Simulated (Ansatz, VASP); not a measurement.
# One calculation of Sb, two programs

The input INCAR:

```
ALGO = Normal
EDIFF = 1E-6
ENCUT = 520
GGA = PE
ISIF = 2
ISMEAR = -1
LASPH = True
LCHARG = False
LREAL = False
LWAVE = False
NBANDS = 12
NELM = 80
PREC = Accurate
SIGMA = 0.05
```

The input KPOINTS:

```
k-points
0
Gamma
  12 12 7
```

POSCAR

```
Sb
1.0
    3.3463887588      0.0000000000      0.0000000000
   -1.6731943794      2.8980576760      0.0000000000
    0.0000000000      0.0000000000      5.2942271101
Sb
2
Direct
    0.3333333333      0.6666666667      0.2500000000
    0.6666666667      0.3333333333      0.7500000000
```

Input for Ansatz:

```yaml
crystal:
  lattice:
    - [3.3463887588, 0.0, 0.0]
    - [-1.6731943794, 2.898057676, 0.0]
    - [0.0, 0.0, 5.2942271101]
  atoms:
    - { symbol: Sb, position: [0.3333333333, 0.6666666667, 0.25] }
    - { symbol: Sb, position: [0.6666666667, 0.3333333333, 0.75] }
kpoints:
  mp_grid: { grid: [12, 12, 7] }
scf:
  occupations: { method: fermi_dirac, width: 0.05 }
hamiltonian:
  xc: pbe
  pseudopotentials: { kind: all_electron, lapw: { basis_error: 0.0005 } }
output:
  forces: true
  stress: true
  eigenvalues: true
```

Change from the starting cell: volume scaled by 0.98.

Alike in both runs: task single point; functional PBE; k mesh 12 × 12 × 7; occupations fermi-dirac, width 0.05 eV; no spin polarisation.

|  | VASP | Ansatz |
| --- | --- | --- |
| version | VASP 6.6.1 | Ansatz 0.2.0 |
| potentials or method | VASP PAW PBE potentials, release 64 (Sb), cutoff 520 eV | all-electron LAPW, scalar-relativistic |

|  | VASP | Ansatz | Ansatz less VASP |
| --- | --- | --- | --- |
| pressure (GPa) | 4.4 | 4.6 | +0.14 |
| traceless stress, the component that is largest in VASP (GPa) | -0.77 | -0.76 | +0.003 |

Ansatz ran all-electron here, and VASP with PAW potentials.

Neither program's run includes spin-orbit coupling.
